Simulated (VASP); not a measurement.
# Mg (Pm-3n) in VASP: notebook

Mg is run at these levels: PBE; tasks: single point, relaxation of cell and atoms.

Everything below comes from runs of VASP 6.6.1. Logs are shortened: lines on timing, memory, paths and dates and some standing lists are left out, and cuts for length are marked.

### Step 1. The cell of the first run

It takes space group Pm-3n (No. 223, cubic). The conventional cell has a = 5.663 Å, b = 5.663 Å, c = 5.663 Å, α = 90.00°, β = 90.00°, γ = 90.00°. Mg (site symmetry m-3) has 12 Mg at 3.17 Å within 4.2 Å. Mg (site symmetry -4m2) has 14 Mg at 2.83 to 3.47 Å within 3.7 Å.

### Step 2. Single point, PBE

File INCAR:

```
SYSTEM = Mg
PREC = Accurate
ENCUT = 520
EDIFF = 1E-6
ISMEAR = 0
SIGMA = 0.1
LREAL = .FALSE.
LASPH = .TRUE.
NELM = 80
ALGO = Normal
ISIF = 2
LWAVE = .FALSE.
LCHARG = .FALSE.
GGA = PE
NBANDS = 18
```

File KPOINTS:

```
Automatic mesh
0
G
  4 4 4
  0 0 0
```

File POSCAR:

```
Mg
1.0
    5.6630492469      0.0000000000      0.0000000000
    0.0000000000      5.6630492469      0.0000000000
    0.0000000000      0.0000000000      5.6630492469
Mg
8
Direct
    0.5000000000      0.5000000000      0.5000000000
    0.0000000000      0.0000000000      0.0000000000
    0.2500000000      0.0000000000      0.5000000000
    0.5000000000      0.2500000000      0.0000000000
    0.5000000000      0.7500000000      0.0000000000
    0.7500000000      0.0000000000      0.5000000000
    0.0000000000      0.5000000000      0.7500000000
    0.0000000000      0.5000000000      0.2500000000
```

Potentials or basis: VASP PAW PBE potentials, release 64 (Mg).

Command:

```bash
$ cat potpaw_PBE.64/Mg/POTCAR > POTCAR
$ mpirun -np 1 vasp_std > vasp.out
```

OUTCAR:

```text
SYSTEM = Mg
   PREC = Accurate
   ENCUT = 520
   EDIFF = 1E-6
   ISMEAR = 0
   LREAL = .FALSE.
   LASPH = .TRUE.
   NELM = 80
   ISIF = 2
   GGA = PE

 ion  position               nearest neighbor table
   1  0.500  0.500  0.500-   3 3.17   4 3.17   5 3.17   6 3.17   7 3.17   8 3.17   4 3.17   5 3.17
                             3 3.17   6 3.17   7 3.17   8 3.17
   2  0.000  0.000  0.000-   3 3.17   4 3.17   5 3.17   6 3.17   7 3.17   8 3.17   3 3.17   6 3.17
                             7 3.17   8 3.17   4 3.17   5 3.17
   3  0.250  0.000  0.500-   6 2.83   6 2.83   1 3.17   2 3.17   1 3.17   2 3.17   8 3.47   5 3.47
                             4 3.47   5 3.47   4 3.47   7 3.47   8 3.47   7 3.47
   4  0.500  0.250  0.000-   5 2.83   5 2.83   1 3.17   1 3.17   2 3.17   2 3.17   8 3.47   3 3.47
                             3 3.47   6 3.47   6 3.47   7 3.47   7 3.47   8 3.47
   5  0.500  0.750  0.000-   4 2.83   4 2.83   1 3.17   1 3.17   2 3.17   2 3.17   8 3.47   3 3.47
                             3 3.47   6 3.47   6 3.47   7 3.47   7 3.47   8 3.47
   6  0.750  0.000  0.500-   3 2.83   3 2.83   1 3.17   2 3.17   1 3.17   2 3.17   8 3.47   4 3.47
                             4 3.47   5 3.47   5 3.47   7 3.47   8 3.47   7 3.47
   7  0.000  0.500  0.750-   8 2.83   8 2.83   1 3.17   2 3.17   2 3.17   1 3.17   3 3.47   4 3.47
                             5 3.47   3 3.47   6 3.47   6 3.47   4 3.47   5 3.47
   8  0.000  0.500  0.250-   7 2.83   7 2.83   1 3.17   2 3.17   2 3.17   1 3.17   3 3.47   4 3.47
                             5 3.47   3 3.47   6 3.47   6 3.47   4 3.47   5 3.47

  LATTYP: Found a simple cubic cell.
 ALAT       =     5.6630492469

  Lattice vectors:

 A1 = (   5.6630492469,   0.0000000000,   0.0000000000)
 A2 = (   0.0000000000,   5.6630492469,   0.0000000000)
 A3 = (   0.0000000000,   0.0000000000,   5.6630492469)

Analysis of symmetry for initial positions (statically):
=====================================================================
 Subroutine PRICEL returns:
 Original cell was already a primitive cell.

 Routine SETGRP: Setting up the symmetry group for a
 simple cubic supercell.

 Subroutine GETGRP returns: Found 48 space group operations
 (whereof 24 operations were pure point group operations)
 out of a pool of 48 trial point group operations.

The static configuration has the point symmetry T_h .
 The point group associated with its full space group is O_h .

Analysis of symmetry for dynamics (positions and initial velocities):
=====================================================================
 Subroutine PRICEL returns:
 Original cell was already a primitive cell.

 Routine SETGRP: Setting up the symmetry group for a
 simple cubic supercell.

 Subroutine GETGRP returns: Found 48 space group operations
 (whereof 24 operations were pure point group operations)
 out of a pool of 48 trial point group operations.

The dynamic configuration has the point symmetry T_h .
 The point group associated with its full space group is O_h .

 Subroutine INISYM returns: Found 48 space group operations
 (whereof 24 operations are pure point group operations),
 and found     1 'primitive' translations

----------------------------------------------------------------------------------------

                                     Primitive cell

  volume of cell :     181.6147

  direct lattice vectors                    reciprocal lattice vectors
     5.663049247  0.000000000  0.000000000     0.176583313  0.000000000  0.000000000
     0.000000000  5.663049247  0.000000000     0.000000000  0.176583313  0.000000000
     0.000000000  0.000000000  5.663049247     0.000000000  0.000000000  0.176583313

  length of vectors
     5.663049247  5.663049247  5.663049247     0.176583313  0.176583313  0.176583313

  position of ions in fractional coordinates (direct lattice)
     0.500000000  0.500000000  0.500000000
     0.000000000  0.000000000  0.000000000
     0.250000000  0.000000000  0.500000000
     0.500000000  0.250000000  0.000000000
     0.500000000  0.750000000  0.000000000
     0.750000000  0.000000000  0.500000000
     0.000000000  0.500000000  0.750000000
     0.000000000  0.500000000  0.250000000

  ion indices of the primitive-cell ions
   primitive index   ion index
                 1           1
                 2           2
                 3           3
                 4           4
                 5           5
                 6           6
                 7           7
                 8           8

----------------------------------------------------------------------------------------

 KPOINTS: Automatic mesh

Automatic generation of k-mesh.
 Grid dimensions read from file:
 generate k-points for:    4    4    4

 Generating k-lattice:

  Cartesian coordinates                     Fractional coordinates (reciprocal lattice)
     0.044145828  0.000000000  0.000000000     0.250000000  0.000000000  0.000000000
     0.000000000  0.044145828  0.000000000     0.000000000  0.250000000  0.000000000
     0.000000000  0.000000000  0.044145828     0.000000000  0.000000000  0.250000000

  Length of vectors
     0.044145828  0.044145828  0.044145828

  Shift w.r.t. Gamma in fractional coordinates (k-lattice)
     0.000000000  0.000000000  0.000000000

 Subroutine IBZKPT returns following result:
 ===========================================

 Found     10 irreducible k-points:

 Following reciprocal coordinates:
            Coordinates               Weight
  0.000000  0.000000  0.000000      1.000000
  0.250000  0.000000  0.000000      6.000000
  0.500000  0.000000  0.000000      3.000000
  0.250000  0.250000  0.000000     12.000000
  0.500000  0.250000  0.000000     12.000000
  0.500000  0.500000  0.000000      3.000000
  0.250000  0.250000  0.250000      8.000000
  0.500000  0.250000  0.250000     12.000000
  0.500000  0.500000  0.250000      6.000000
  0.500000  0.500000  0.500000      1.000000
   k-points           NKPTS =     10   k-points in BZ     NKDIM =     10   number of bands    NBANDS=     18
   number of dos      NEDOS =    301   number of ions     NIONS =      8
   total plane-waves  NPLWV =  74088
   dimension x,y,z NGX =    42 NGY =   42 NGZ =   42
   dimension x,y,z NGXF=    84 NGYF=   84 NGZF=   84
   ions per type =               8
   NGX,Y,Z   is equivalent  to a cutoff of  12.33, 12.33, 12.33 a.u.
   NGXF,Y,Z  is equivalent  to a cutoff of  24.66, 24.66, 24.66 a.u.
 SYSTEM =  Mg
   PREC   = accura    normal or accurate (medium, high low for compatibility)
   ISTART =      0    job   : 0-new  1-cont  2-samecut
   ICHARG =      2    charge: 1-file 2-atom 10-const
   ISPIN  =      1    spin polarized calculation?
   LNONCOLLINEAR =      F non collinear calculations
   LSORBIT =      F    spin-orbit coupling
   LASPH  =      T    aspherical Exc in radial PAW
   ENCUT  =  520.0 eV  38.22 Ry    6.18 a.u.  10.53 10.53 10.53*2*pi/ulx,y,z
   NELM   =     80;   NELMIN=  2; NELMDL= -5     # of ELM steps
   EDIFF  = 0.1E-05   stopping-criterion for ELM
   LREAL  =      F    real-space projection
   EDIFFG = 0.1E-04   stopping-criterion for IOM
   NSW    =      0    number of steps for IOM
   IBRION =     -1    ionic relax: 0-MD 1-quasi-New 2-CG
   NFREE  =      0    steps in history (QN), initial steepest desc. (CG)
   ISIF   =      2    stress and relaxation
   ISYM   =      2    0-nonsym 1-usesym 2-fastsym
   POTIM  = 0.5000    time-step for ionic-motion
   TEBEG  =    0.0;   TEEND  =   0.0 temperature during run
   PSTRESS=    0.0 pullay stress
   NELECT =      16.0000    total number of electrons
   NUPDOWN=      -1.0000    fix difference up-down
   EMIN   =  10.00;   EMAX   =-10.00  energy-range for DOS
   EFERMI =   0.00;   METHOD = LEGACY
   ISMEAR =     0;   SIGMA  =   0.10  broadening in eV -4-tet -1-fermi 0-gaus
   EFERMI_NEDOS =   21; number of points for ismear=-14 and -15
   IALGO  =     38    algorithm
   IMIX   =      4    mixing-type and parameters
     AMIX     =   0.40;   BMIX     =  1.00
     AMIX_MAG =   1.60;   BMIX_MAG =  1.00
  volume/ion in A,a.u.               =      22.70       153.20
  Fermi-wavevector in a.u.,A,eV,Ry     =   0.728447  1.376565  7.219723  0.530635
  Thomas-Fermi vector in A             =   1.819922
   LORBIT       =      0    0 simple, 1 ext, 2 COOP (PROOUT), +10 PAW based schemes
   GGA     = PE    functional components
   LHFCALC =     F    Hartree Fock is set to
   AEXX    =    0.0000 exact exchange contribution
   IVDW    =     0    specifies the selected vdW correction
   LEPSILON=     F    determine dielectric tensor
   LRPA    =     F    only Hartree local field effects (RPA)
 non-spin polarized calculation
 Gauss-broadening in eV      SIGMA  =   0.10
  energy-cutoff  :      520.00
  volume of cell :      181.61
 maximum number of plane-waves:      4945
   NGX = 21   NGY = 21   NGZ = 21

 number of electron      16.0000000 magnetization

 Free energy of the ion-electron system (eV)
  ---------------------------------------------------
  ext. energy  EPLUGINS =         0.00000000
  ---------------------------------------------------
  free energy    TOTEN  =       -11.62203871 eV

  energy without entropy =      -11.59015565  energy(sigma->0) =      -11.60609718

 E-fermi :   2.7950     XC(G=0):  -8.5198

 val. band max:        2.7325087500   @ k =   0.5000   0.5000   0.0000
 cond. band min:       2.7964550941   @ k =   0.2500   0.0000   0.0000
 fundamental gap:      0.0639463441
 Fermi energy:         2.7949828358

 k-point     1 :       0.0000    0.0000    0.0000
  band No.  band energies     occupation
      1      -4.2878      2.00000
      2       0.2480      2.00000
      3       0.2480      2.00000
      4       0.2528      2.00000
      5       0.3449      2.00000
      6       0.3449      2.00000
[... 10 lines left out ...]
     17       5.3556      0.00000
     18       5.3556      0.00000
[... 169 lines left out ...]
 k-point    10 :       0.5000    0.5000    0.5000
  band No.  band energies     occupation
      1      -0.8278      2.00000
      2      -0.8278      2.00000
      3      -0.8278      2.00000
      4      -0.8278      2.00000
      5      -0.8278      2.00000
      6      -0.8278      2.00000
[... 10 lines left out ...]
     17       7.4124      0.00000
     18       7.4131      0.00000

------------------------ aborting loop because EDIFF is reached ----------------------------------------

  FORCE on cell =-STRESS in cart. coord.  units (eV):
  Direction    XX          YY          ZZ          XY          YZ          ZX
  --------------------------------------------------------------------------------------
  -------------------------------------------------------------------------------------
  Total        1.3008315      1.3008315      1.3008315     -0.0000000     -0.0000000      0.0000000
  in kB       11.4757378     11.4757378     11.4757378     -0.0000000     -0.0000000      0.0000000
  external PRESSURE =      11.4757378 kB  Pullay stress =       0.0000000 kB

 VOLUME and BASIS-vectors are now :
 -----------------------------------------------------------------------------
  energy-cutoff  :      520.00
  volume of cell :      181.61
      direct lattice vectors                 reciprocal lattice vectors
     5.663049247  0.000000000  0.000000000     0.176583313  0.000000000  0.000000000
     0.000000000  5.663049247  0.000000000     0.000000000  0.176583313  0.000000000
     0.000000000  0.000000000  5.663049247     0.000000000  0.000000000  0.176583313

 POSITION                                       TOTAL-FORCE (eV/Angst)
 -----------------------------------------------------------------------------------
      2.83152      2.83152      2.83152        -0.000000      0.000000      0.000000
      0.00000      0.00000      0.00000        -0.000000      0.000000      0.000000
      1.41576      0.00000      2.83152         0.000000     -0.000000      0.000000
      2.83152      1.41576      0.00000        -0.000000     -0.000000      0.000000
      2.83152      4.24729      0.00000        -0.000000      0.000000     -0.000000
      4.24729      0.00000      2.83152        -0.000000      0.000000     -0.000000
      0.00000      2.83152      4.24729        -0.000000      0.000000      0.000000
      0.00000      2.83152      1.41576         0.000000     -0.000000      0.000000
 -----------------------------------------------------------------------------------
    total drift:                                0.000000      0.000000      0.000000

  FREE ENERGIE OF THE ION-ELECTRON SYSTEM (eV)
  ---------------------------------------------------
  free  energy   TOTEN  =       -11.6220387102 eV

  energy  without entropy=      -11.5901556548  energy(sigma->0) =      -11.60609718
```

It took 31 s on 1 thread of Intel Xeon 8259CL, shared host; peak memory 0.22 GiB.

Results:

```yaml
Free_energy: -11.6220 eV
Pressure: 1.1 GPa
Band_gap_on_the_k_mesh: zero (bands 8 and 9 overlap by 2.65 eV)
```

Levels at points of the mesh, in eV from the Fermi level:
```csv
k point,band 6,band 7,band 8,band 9,band 10,band 11
"(0.00, 0.00, 0.00)",-2.45,-2.45,1.42,1.42,1.43,1.43
"(0.50, 0.00, 0.00)",-1.47,-1.26,-1.26,-1.23,-1.23,2.47
"(0.50, 0.50, 0.00)",-0.47,-0.47,-0.30,-0.28,-0.06,-0.06
"(0.50, 0.50, 0.50)",-3.62,-3.61,-3.61,4.61,4.61,4.61
```

[end of part 1 of 2]

The gap in the log of VASP goes by the Fermi energy; the results here count the filled bands.